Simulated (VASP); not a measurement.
**AlN: single point with PBE-based screened hybrid with 35 % exact exchange**

Crystal: AlN.

```
CELL_PARAMETERS angstrom
0.00000 2.18488 2.18488
2.18488 0.00000 2.18488
2.18488 2.18488 0.00000
ATOMIC_POSITIONS crystal
Al 0.00000 0.00000 0.00000
N 0.25000 0.25000 0.25000
```

* Program: VASP 6.6.1
* Task: single point
* Functional: PBE-based screened hybrid with 35 % exact exchange
* Potentials or basis: VASP PAW PBE potentials, release 64 (Al, N)
* Cutoff: 520 eV
* k mesh: 4 × 4 × 4
* Occupations: gaussian, width 0.01 eV
* Spin: no spin polarisation
* Dipole correction: no
* Grid for exact exchange (PRECFOCK): Normal
* Share of exact exchange: 0.35
* Further INCAR settings: ALGO = Normal; EDIFF = 1e-06; NBANDS = 11
* Screening parameter: 0.2078 1/Å

* Pressure: -2.8 GPa
* Band gap on the k mesh: 5.07 eV (least direct gap 6.13 eV)

Levels at points of the mesh, in eV from the valence-band top:
| k point | band 1 | band 2 | band 3 | band 4 | band 5 | band 6 | band 7 | band 8 |
| --- | --- | --- | --- | --- | --- | --- | --- | --- |
| (0.00, 0.00, 0.00) | -17.05 | 0.00 | 0.00 | 0.00 | 6.13 | 14.91 | 14.91 | 14.91 |
| (0.50, 0.00, 0.00) | -14.81 | -6.53 | -0.55 | -0.55 | 9.48 | 12.35 | 13.40 | 13.40 |
| (0.50, 0.50, 0.00) | -14.11 | -5.49 | -2.02 | -2.02 | 5.07 | 10.66 | 16.95 | 18.65 |

Wall time 110 s on 1 thread of Intel Xeon 8259CL (shared host), peak memory 0.23 GiB.

Caveat: the k points lie up to 0.62 Å⁻¹ apart; the PAW data sets were made with another functional, which shifts forces and pressure a little. A k mesh can miss the band edges.
